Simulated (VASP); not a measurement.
Set up this calculation in VASP 6.6.1, as the native input.

```
Task                   : single point
Functional             : PBE
Potentials or basis    : VASP PAW PBE potentials, release 64 (In_d, Ga_d, As)
Cutoff                 : 520 eV
k mesh                 : 4 × 4 × 2
Occupations            : gaussian, width 0.1 eV
Spin                   : no spin polarisation
Dipole correction      : no
Further INCAR settings : ALGO = Normal; EDIFF = 1e-06; NBANDS = 46
```

The structure of InGa3As4 lies in POSCAR:

```
InGa3As4
1.0
    3.9674507800      0.0000000000      0.0000000000
    0.0000000000      3.9674507800      0.0000000000
    0.0000000000      0.0000000000     11.2216454000
In Ga As
1 3 4
Direct
    0.5000000000      0.5000000000      0.0000000000
    0.0000000000      0.0000000000      0.7500000000
    0.0000000000      0.0000000000      0.2500000000
    0.5000000000      0.5000000000      0.5000000000
    0.5000000000      0.0000000000      0.1250000000
    0.0000000000      0.5000000000      0.3750000000
    0.5000000000      0.0000000000      0.6250000000
    0.0000000000      0.5000000000      0.8750000000
```

These files were run (other wordings do the same):

INCAR

```
ALGO = Normal
EDIFF = 1E-6
ENCUT = 520
GGA = PE
ISIF = 2
ISMEAR = 0
LASPH = T
LCHARG = F
LREAL = F
LWAVE = F
NBANDS = 46
NELM = 60
PREC = Accurate
SIGMA = 0.1
```

KPOINTS

```
k-points
0
Gamma
  4 4 2
```

Potentials or basis: VASP PAW PBE potentials, release 64 (In_d, Ga_d, As).

The run is started by

```sh
$ cat potpaw_PBE.64/In_d/POTCAR potpaw_PBE.64/Ga_d/POTCAR potpaw_PBE.64/As/POTCAR > POTCAR
$ mpirun -np 1 vasp_std > vasp.out
```

Results of the run:

```yaml
Pressure: 11.2 GPa
Largest_force: 2.047 eV/Å
Band_gap_on_the_k_mesh: 0.71 eV, direct
```

Caveat: spin-orbit coupling is left out, which moves the levels of the heavy elements; forces of over 1 eV/Å act on the atoms, so gaps and moduli don't describe the material at rest.

Wall time 100 s on 1 thread of Intel(R) Xeon(R) Platinum 8375C CPU @ 2.90GHz (Ice Lake), with other jobs on the host, peak memory 0.3 GiB.
